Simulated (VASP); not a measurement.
Crystal: Cu3O2.

```xyz
5
Lattice="-2.0230 2.0230 3.6736 2.0230 -2.0230 3.6736 2.0230 2.0230 -3.6736" Properties=species:S:1:pos:R:3 pbc="T T T"
Cu    0.0000    0.0000    0.0000
Cu    0.0000    2.0230    1.8368
Cu    2.0230    0.0000    1.8368
O     0.0000    2.0230    0.0000
O     2.0230    0.0000    0.0000
```

Base run:

```yaml
Program: VASP 6.6.1
Functional: RPBE
Potentials_or_basis: VASP PAW PBE potentials, release 64 (Cu_sv_GW, O)
Cutoff: 700 eV
k_mesh: 9 × 9 × 9
Occupations: fermi-dirac, width 0.05 eV
Spin: no spin polarisation
```

Its results: pressure 2.3 GPa.

**Question.** The run is repeated on the same cell with these changes: functional from RPBE to PBE. What comes out?

**Answer.** Pressure -2.3 GPa.

PBE binds more tightly than RPBE, so the same cell stands under less pressure.

Caveats: an odd number of electrons without spin polarisation forces a metal; a magnetic or distorted state may lie lower; the PAW data sets were made with another functional, which shifts forces and pressure a little (some runs).
